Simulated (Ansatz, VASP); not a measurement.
AlSn2C4: VASP beside Ansatz

```
CELL_PARAMETERS angstrom
0.00000 4.80637 4.80637
4.80637 0.00000 4.80637
4.80637 4.80637 0.00000
ATOMIC_POSITIONS crystal
Al 0.75000 0.75000 0.75000
Sn 0.25000 0.25000 0.25000
Sn 0.00000 0.00000 0.00000
C 0.12499 0.62502 0.12499
C 0.12499 0.12499 0.12499
C 0.62502 0.12499 0.12499
C 0.12499 0.12499 0.62502
```

Alike in both runs: task relaxation of cell and atoms; functional PBE; k mesh 8 × 8 × 8; occupations gaussian, width 0.1 eV; no spin polarisation.

|  | VASP | Ansatz |
| --- | --- | --- |
| version | VASP 6.6.1 | Ansatz 0.2.0 |
| potentials or method | VASP PAW PBE potentials, release 64 (Al, Sn_d, C), cutoff 600 eV | scalar-relativistic, plane waves, PAW |
| valence electrons in the cell | 47 | 47 |

VASP gave:

| Property | Result |
| --- | --- |
| gap on the k mesh at the Fermi level, each at its own relaxed structure (eV) | none |
| relaxed volume (Å³/atom) | 31.72 |
| relaxed cell length with the largest relative difference (Å) | 6.797 |

Problem. What did Ansatz give for the same quantities?

Solution. gap on the k mesh at the Fermi level, each at its own relaxed structure (eV): none; relaxed volume (Å³/atom): 31.77; relaxed cell length with the largest relative difference (Å): 6.800.

A gap of «none» marks a metal or a gap that the smearing closes. Ansatz's warnings: xc potential rough in thin density.

Noted on VASP's run: the relaxation stopped at its first step, so nothing moved.
